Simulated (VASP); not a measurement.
## GaN: single point with r2SCAN

Crystal: GaN.

```xyz
2
Lattice="0.0000 2.2139 2.2139 2.2139 0.0000 2.2139 2.2139 2.2139 0.0000" Properties=species:S:1:pos:R:3 pbc="T T T"
Ga    0.0000    0.0000    0.0000
N     2.2139    2.2139    2.2139
```

This cell differs from its parent crystal: strain +5.0%.

```json
{"Program": "VASP 6.6.1", "Task": "single point", "Functional": "r2SCAN", "Potentials or basis": "VASP PAW PBE potentials, release 64 (Ga_d, N)", "Cutoff": "520 eV", "k mesh": "10 × 10 × 10", "Occupations": "fermi-dirac, width 0.02 eV", "Spin": "no spin polarisation", "Dipole correction": "no", "Further INCAR settings": "ALGO = Normal; EDIFF = 1e-07; NBANDS = 16"}
```

* Pressure: -25.0 GPa
* Band gap on the k mesh: 0.24 eV, indirect (least direct gap 1.61 eV)

Levels at points of the mesh, in eV from the valence-band top:
| k point | band 6 | band 7 | band 8 | band 9 | band 10 | band 11 | band 12 | band 13 |
| --- | --- | --- | --- | --- | --- | --- | --- | --- |
| (0.00, 0.00, 0.00) | -14.45 | -0.37 | -0.37 | -0.37 | 1.25 | 14.67 | 14.67 | 14.67 |
| (0.50, 0.00, 0.00) | -14.24 | -7.60 | -0.15 | -0.15 | 4.75 | 8.48 | 8.99 | 8.99 |
| (0.50, 0.50, 0.00) | -11.87 | -6.18 | -2.61 | -2.61 | 0.24 | 8.34 | 11.62 | 13.84 |

Run time: 83 s on 1 thread of Intel Xeon 6975P-C (shared host), peak memory 0.15 GiB.

Caveat: the cell differs from its parent crystal (strain +5.0%); the PAW data sets were made with another functional, which shifts forces and pressure a little. A k mesh can miss the band edges.
